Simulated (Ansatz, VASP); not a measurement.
# One calculation of Ca, two programs

The input INCAR:

```
PREC = Accurate
ENCUT = 520
EDIFF = 1E-6
ISMEAR = -1
SIGMA = 0.1
LREAL = F
LASPH = T
NELM = 80
ALGO = Normal
ISIF = 2
LWAVE = F
LCHARG = F
GGA = RP
NBANDS = 22
```

File KPOINTS:

```
Automatic mesh
0
Gamma
  7 7 9
```

File POSCAR:

```
Ca
1.0
    6.4710443290      0.0000000000      0.0000000000
   -3.2355221645      5.6040887780      0.0000000000
    0.0000000000      0.0000000000      3.8702488247
Ca
3
Direct
    0.0000000000      0.0000000000      0.0000000000
    0.3333333333      0.6666666667      0.5000000000
    0.6666666667      0.3333333333      0.5000000000
```

Input for Ansatz:

```yaml
crystal:
  lattice:
    - [6.471044329, 0.0, 0.0]
    - [-3.2355221645, 5.604088778, 0.0]
    - [0.0, 0.0, 3.8702488247]
  atoms:
    - { symbol: Ca, position: [0.0, 0.0, 0.0] }
    - { symbol: Ca, position: [0.3333333333, 0.6666666667, 0.5] }
    - { symbol: Ca, position: [0.6666666667, 0.3333333333, 0.5] }
hamiltonian:
  xc: rpbe
  pseudopotentials:
    kind: paw
    azcp:
      Ca: "pseudopotentials/Ca.paw.azcp"
basis:
  ecutwfc: 420
  fft_grid_basis: typed
kpoints:
  mp_grid: { grid: [7, 7, 9], shift: [0, 0, 0] }
magnetization:
  spin_polarized: false
scf:
  occupations: { method: fermi_dirac, width: 0.1 }
  lower_state_search: "off"
output:
  stress: true
```

Alike in both runs: task single point; functional RPBE; k mesh 7 × 7 × 9; occupations fermi-dirac, width 0.1 eV; no spin polarisation.

|  | VASP | Ansatz |
| --- | --- | --- |
| version | VASP 6.6.1 | Ansatz 0.2.0 |
| potentials or method | VASP PAW PBE potentials, release 64 (Ca_sv), cutoff 520 eV | plane waves (420 eV) with PAW, scalar-relativistic |
| valence electrons in the cell | 30 | 30 |

|  | VASP | Ansatz | Ansatz less VASP |
| --- | --- | --- | --- |
| pressure (GPa) | -0.6 | -0.6 | 0.00 |

VASP's potentials were made for PBE, not for RPBE. With one functional, cell and mesh, what is left measures potentials, basis and numerics.
